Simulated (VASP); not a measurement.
# Cl (Fm-3m) in VASP: a series of runs

The runs below take Cl through density of states, with PBE.

Everything below comes from runs of VASP 6.6.1. Logs are shortened: lines on timing, memory, paths and dates and some standing lists are left out, and cuts for length are marked.

## Step 1: The cell of the first run

The structure is cubic, space group Fm-3m (No. 225). Conventional cell: a = 3.238 Å, b = 3.238 Å, c = 3.238 Å, α = 90.00°, β = 90.00°, γ = 90.00°. Cl (site symmetry m-3m) has 12 Cl at 2.29 Å within 3.0 Å.

## Step 2: Density of states, PBE (volume scaled by 0.4)

POSCAR reads:

```
Cl
1.0
    0.0000000000      1.6191956864      1.6191956864
    1.6191956864      0.0000000000      1.6191956864
    1.6191956864      1.6191956864      0.0000000000
Cl
1
Direct
    0.0000000000      0.0000000000      0.0000000000
```

INCAR.step1 reads:

```
PREC = Accurate
ENCUT = 520
EDIFF = 1E-6
ISMEAR = -1
SIGMA = 0.05
LREAL = F
LASPH = T
NELM = 80
ALGO = Normal
ISIF = 2
LWAVE = F
LCHARG = T
GGA = PE
NBANDS = 10
```

KPOINTS.step1 reads:

```
Automatic mesh
0
Gamma
  15 15 15
```

INCAR.step2 reads:

```
PREC = Accurate
ENCUT = 520
EDIFF = 1E-6
ISMEAR = -5
SIGMA = 0.05
LREAL = F
LASPH = T
NELM = 80
ALGO = Normal
ISIF = 2
LWAVE = F
LCHARG = F
GGA = PE
LORBIT = 11
NBANDS = 10
NEDOS = 2001
ICHARG = 11
```

KPOINTS.step2 reads:

```
Automatic mesh
0
Gamma
  23 23 23
```

Potentials or basis: VASP PAW PBE potentials, release 64 (Cl).

Run with:

```bash
cat potpaw_PBE.64/Cl/POTCAR > POTCAR
cp INCAR.step1 INCAR
cp KPOINTS.step1 KPOINTS
mpirun -np 1 vasp_std > vasp.out
cp INCAR.step2 INCAR
cp KPOINTS.step2 KPOINTS
mpirun -np 1 vasp_std > vasp.out
```

OUTCAR:

```text
PREC = Accurate
   ENCUT = 520
   EDIFF = 1E-6
   ISMEAR = -5
   LREAL = F
   LASPH = T
   NELM = 80
   ISIF = 2
   GGA = PE
   LORBIT = 11
   ICHARG = 11

 ion  position               nearest neighbor table
   1  0.000  0.000  0.000-

  LATTYP: Found a face centered cubic cell.
 ALAT       =     3.2383913728

  Lattice vectors:

 A1 = (   0.0000000000,   1.6191956864,   1.6191956864)
 A2 = (   1.6191956864,   0.0000000000,   1.6191956864)
 A3 = (   1.6191956864,   1.6191956864,   0.0000000000)

Analysis of symmetry for initial positions (statically):
=====================================================================
 Subroutine PRICEL returns:
 Original cell was already a primitive cell.

 Routine SETGRP: Setting up the symmetry group for a
 face centered cubic supercell.

 Subroutine GETGRP returns: Found 48 space group operations
 (whereof 48 operations were pure point group operations)
 out of a pool of 48 trial point group operations.

The static configuration has the point symmetry O_h .

Analysis of symmetry for dynamics (positions and initial velocities):
=====================================================================
 Subroutine PRICEL returns:
 Original cell was already a primitive cell.

 Routine SETGRP: Setting up the symmetry group for a
 face centered cubic supercell.

 Subroutine GETGRP returns: Found 48 space group operations
 (whereof 48 operations were pure point group operations)
 out of a pool of 48 trial point group operations.

The dynamic configuration has the point symmetry O_h .

 Subroutine INISYM returns: Found 48 space group operations
 (whereof 48 operations are pure point group operations),
 and found     1 'primitive' translations

----------------------------------------------------------------------------------------

                                     Primitive cell

  volume of cell :       8.4904

  direct lattice vectors                    reciprocal lattice vectors
     0.000000000  1.619195686  1.619195686    -0.308795289  0.308795289  0.308795289
     1.619195686  0.000000000  1.619195686     0.308795289 -0.308795289  0.308795289
     1.619195686  1.619195686  0.000000000     0.308795289  0.308795289 -0.308795289

  length of vectors
     2.289888500  2.289888500  2.289888500     0.534849130  0.534849130  0.534849130

[... 79 lines left out ...]
   NELM   =     80;   NELMIN=  2; NELMDL=  0     # of ELM steps
   EDIFF  = 0.1E-05   stopping-criterion for ELM
   LREAL  =      F    real-space projection
   EDIFFG = 0.1E-04   stopping-criterion for IOM
   NSW    =      0    number of steps for IOM
   IBRION =     -1    ionic relax: 0-MD 1-quasi-New 2-CG
   NFREE  =      0    steps in history (QN), initial steepest desc. (CG)
   ISIF   =      2    stress and relaxation
   ISYM   =      2    0-nonsym 1-usesym 2-fastsym
   POTIM  = 0.5000    time-step for ionic-motion
   TEBEG  =    0.0;   TEEND  =   0.0 temperature during run
   PSTRESS=    0.0 pullay stress
   NELECT =       7.0000    total number of electrons
   NUPDOWN=      -1.0000    fix difference up-down
   EMIN   =  10.00;   EMAX   =-10.00  energy-range for DOS
   EFERMI =   0.00;   METHOD = LEGACY
   ISMEAR =    -5;   SIGMA  =   0.05  broadening in eV -4-tet -1-fermi 0-gaus
   EFERMI_NEDOS =   21; number of points for ismear=-14 and -15
   IALGO  =     38    algorithm
   IMIX   =      4    mixing-type and parameters
     AMIX     =   0.40;   BMIX     =  1.00
     AMIX_MAG =   1.60;   BMIX_MAG =  1.00
  volume/ion in A,a.u.               =       8.49        57.30
  Fermi-wavevector in a.u.,A,eV,Ry     =   1.535082  2.900884 32.061802  2.356476
  Thomas-Fermi vector in A             =   2.641920
   LORBIT       =     11    0 simple, 1 ext, 2 COOP (PROOUT), +10 PAW based schemes
   GGA     = PE    functional components
   LHFCALC =     F    Hartree Fock is set to
   AEXX    =    0.0000 exact exchange contribution
   IVDW    =     0    specifies the selected vdW correction
   LEPSILON=     F    determine dielectric tensor
   LRPA    =     F    only Hartree local field effects (RPA)
 non-spin polarized calculation
 Fermi weights with tetrahedron method with Bloechl corrections
  energy-cutoff  :      520.00
  volume of cell :        8.49
 maximum number of plane-waves:       259
 NGX is ok and might be reduce to    18

 number of electron       6.9999999 magnetization

 Free energy of the ion-electron system (eV)
  ---------------------------------------------------
  ext. energy  EPLUGINS =         0.00000000
  ---------------------------------------------------
  free energy    TOTEN  =         3.24573252 eV

  energy without entropy =        3.24573252  energy(sigma->0) =        3.24573252

 E-fermi :  18.3889     XC(G=0): -14.5013

 val. band max:       18.5016803745   @ k =   0.3043   0.1304   0.0000
 cond. band min:      18.3998342420   @ k =   0.4783   0.1304   0.0000
 fundamental gap:     -0.1018461326
 Fermi energy:        18.3889245800

 k-point     1 :       0.0000    0.0000    0.0000
  band No.  band energies     occupation
      1      -8.6491      2.00000
      2      22.3772      0.00000
      3      22.3772      0.00000
      4      22.3772      0.00000
      5      30.9906      0.00000
      6      30.9906      0.00000
      7      30.9906      0.00000
      8      39.7429      0.00000
      9      39.7429      0.00000
     10      40.9212      0.00000
[... 287 lines left out ...]
 k-point    24 :      -0.4783    0.0435    0.0000
  band No.  band energies     occupation
      1      -0.6553      2.00000
      2       3.1576      2.00000
      3      19.3644     -0.12517
      4      19.7351      0.00000
      5      29.3981      0.00000
      6      29.9912      0.00000
      7      30.1336      0.00000
      8      39.1589      0.00000
      9      46.4549      0.00000
     10      46.7463      0.00000

 [... further k-points ...]
[... 5 lines left out ...]
  --------------------------------------------------------------------------------------
  -------------------------------------------------------------------------------------
  Total       12.4926278     12.4926278     12.4926278     -0.0000000     -0.0000000      0.0000000
  in kB     2357.4167976   2357.4167976   2357.4167976     -0.0000000     -0.0000000      0.0000000
  external PRESSURE =    2357.4167976 kB  Pullay stress =       0.0000000 kB

 VOLUME and BASIS-vectors are now :
 -----------------------------------------------------------------------------
  energy-cutoff  :      520.00
  volume of cell :        8.49
      direct lattice vectors                 reciprocal lattice vectors
     0.000000000  1.619195686  1.619195686    -0.308795289  0.308795289  0.308795289
     1.619195686  0.000000000  1.619195686     0.308795289 -0.308795289  0.308795289
     1.619195686  1.619195686  0.000000000     0.308795289  0.308795289 -0.308795289

 POSITION                                       TOTAL-FORCE (eV/Angst)
 -----------------------------------------------------------------------------------
      0.00000      0.00000      0.00000        -0.000000     -0.000000     -0.000000
 -----------------------------------------------------------------------------------
    total drift:                               -0.000000     -0.000000     -0.000000

  FREE ENERGIE OF THE ION-ELECTRON SYSTEM (eV)
  ---------------------------------------------------
  free  energy   TOTEN  =         3.2457325234 eV

  energy  without entropy=        3.2457325234  energy(sigma->0) =        3.24573252

 total charge

# of ion       s       p       d       tot
------------------------------------------
    1        1.701   3.448   0.000   5.150
```

OUTCAR.step1:

```text
PREC = Accurate
   ENCUT = 520
   EDIFF = 1E-6
   ISMEAR = -1
   LREAL = F
[... 528 lines left out ...]

 POSITION                                       TOTAL-FORCE (eV/Angst)
 -----------------------------------------------------------------------------------
      0.00000      0.00000      0.00000        -0.000000      0.000000     -0.000000
 -----------------------------------------------------------------------------------
    total drift:                               -0.000000      0.000000     -0.000000

  FREE ENERGIE OF THE ION-ELECTRON SYSTEM (eV)
  ---------------------------------------------------
  free  energy   TOTEN  =         3.2415045906 eV

  energy  without entropy=        3.2449608444  energy(sigma->0) =        3.24323272
```

OSZICAR.step1:

```text
N       E                     dE             d eps       ncg     rms          rms(c)
DAV:   1     0.177667589387E+02    0.17767E+02   -0.36652E+03  2510   0.585E+02
DAV:   2     0.349273449495E+01   -0.14274E+02   -0.13690E+02  3474   0.110E+02
DAV:   3     0.323046287599E+01   -0.26227E+00   -0.25827E+00  2806   0.108E+01
DAV:   4     0.323007691103E+01   -0.38596E-03   -0.38594E-03  2724   0.518E-01
DAV:   5     0.323007652417E+01   -0.38685E-06   -0.38808E-06  2776   0.165E-02    0.315E+01
DAV:   6     0.323994231363E+01    0.98658E-02   -0.11241E-02  2622   0.667E-01    0.186E+01
DAV:   7     0.324132679087E+01    0.13845E-02   -0.15941E-02  2634   0.830E-01    0.401E-01
DAV:   8     0.324150513511E+01    0.17834E-03   -0.54727E-04  2564   0.154E-01    0.686E-02
DAV:   9     0.324150557765E+01    0.44254E-06   -0.13654E-05  2810   0.265E-02    0.780E-03
DAV:  10     0.324150449528E+01   -0.10824E-05   -0.99271E-07  1710   0.819E-03    0.553E-03
DAV:  11     0.324150459063E+01    0.95341E-07   -0.60837E-08  1334   0.225E-03
   1 F= 0.32415046E+01 E0= 0.32432327E+01  d E =-.345625E-02
```

Wall time 50 s (1 thread of AMD EPYC, shared host); peak memory 0.1 GiB.

Results:

```yaml
Valence_electrons_inside_the_program's_atomic_spheres: Cl 5.15
```

Caveat: the cell differs from its parent crystal (volume scaled by 0.4); an odd number of electrons without spin polarisation forces a metal; a magnetic or distorted state may lie lower; tetrahedron occupations give inexact forces and stress in metals.

## Step 3: Density of states, PBE

This run uses another cell than the first one, of 21.23 Å³/atom, 2.500 times its volume.

POSCAR reads:

```
Cl
1.0
    0.0000000000      2.1975866479      2.1975866479
    2.1975866479      0.0000000000      2.1975866479
    2.1975866479      2.1975866479      0.0000000000
Cl
1
Direct
    0.0000000000      0.0000000000      0.0000000000
```

INCAR.step1: that of step 2 with these lines changed.

```diff
@@ -7,3 +7,3 @@
 LASPH = T
-NELM = 80
+NELM = 100
 ALGO = Normal
```

KPOINTS.step1 is that of step 2.

INCAR.step2: that of step 2 with these lines changed.

```diff
@@ -7,3 +7,3 @@
 LASPH = T
-NELM = 80
+NELM = 100
 ALGO = Normal
```

KPOINTS.step2 is that of step 2.

Potentials or basis: VASP PAW PBE potentials, release 64 (Cl).

Run with:

```bash
cat potpaw_PBE.64/Cl/POTCAR > POTCAR
cp INCAR.step1 INCAR
cp KPOINTS.step1 KPOINTS
mpirun -np 1 vasp_std > vasp.out
cp INCAR.step2 INCAR
cp KPOINTS.step2 KPOINTS
mpirun -np 1 vasp_std > vasp.out
```

It took 91 s on 1 thread of AMD EPYC, shared host; peak memory 0.14 GiB.

Results (log left out):

```yaml
Valence_electrons_inside_the_program's_atomic_spheres: Cl 4.89
```

Levels at points of the mesh, in eV from the Fermi level:
```csv
k point,band 2,band 3,band 4,band 5,band 6,band 7
"(0.00, 0.00, 0.00)",0.80,0.80,0.80,9.92,14.08,14.08
```

Caveat: an odd number of electrons without spin polarisation forces a metal; a magnetic or distorted state may lie lower; tetrahedron occupations give inexact forces and stress in metals.
